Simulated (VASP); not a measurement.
Write the native input for VASP 6.6.1 that does the following.

* Task: single point
* Functional: PBE
* Potentials or basis: VASP PAW PBE potentials, release 64 (Lu, Sc_sv, O)
* Cutoff: 520 eV
* k mesh: 4 × 4 × 4
* Occupations: gaussian, width 0.1 eV
* Spin: no spin polarisation
* Dipole correction: no
* Further INCAR settings: ALGO = Normal; EDIFF = 1e-07; NBANDS = 60

The structure of Lu3Sc2O lies in POSCAR:

```
Lu3Sc2O
1.0
   -2.7844655024      2.7844655024      4.8896557322
    2.7844655024     -2.7844655024      4.8896557322
    2.7844655024      2.7844655024     -4.8896557322
Lu Sc O
3 2 1
Direct
    0.5000000000      0.0000000000      0.5000000000
    0.0000000000      0.5000000000      0.5000000000
    0.0000000000      0.0000000000      0.0000000000
    0.7063268151      0.7063268151      0.0000000000
    0.2936731849      0.2936731849      0.0000000000
    0.5000000000      0.5000000000      0.0000000000
```

The input as run:

INCAR

```
SYSTEM = Lu3Sc2O
ALGO     = Normal         ! electronic algorithm
EDIFF    = 1E-7           ! SCF threshold, eV
ENCUT    = 520            ! plane-wave cutoff, eV
GGA      = PE             ! functional
ISIF     = 2              ! what is computed and relaxed
ISMEAR   = 0              ! smearing method
LASPH    = .True.         ! aspherical terms in the spheres
LCHARG   = .True.         ! write CHGCAR
LELF     = .True.         ! ELF
LREAL    = .False.        ! projectors in reciprocal space
LVHAR    = .True.       
LWAVE    = .False.        ! write WAVECAR
NBANDS   = 60             ! bands
NELM     = 60             ! most SCF steps
PREC     = Accurate       ! precision mode
SIGMA    = 0.1            ! smearing width, eV
```

KPOINTS

```
k-points
0
Gamma
  4 4 4
  0 0 0
```

Potentials or basis: VASP PAW PBE potentials, release 64 (Lu, Sc_sv, O).

Command:

```bash
$ cat potpaw_PBE.64/Lu/POTCAR potpaw_PBE.64/Sc_sv/POTCAR potpaw_PBE.64/O/POTCAR > POTCAR
$ mpirun -np 1 vasp_std > vasp.out
```

It gave:

```
Pressure      : 0.2 GPa
Largest force : 0.057 eV/Å
```

Caveat: the k points lie up to 0.40 Å⁻¹ apart; an odd number of electrons without spin polarisation forces a metal; a magnetic or distorted state may lie lower.

Run time: 4.5 min on 1 thread of AMD EPYC 7R43 64-Core Processor (Zen 3), with other jobs on the host, peak memory 0.34 GiB.
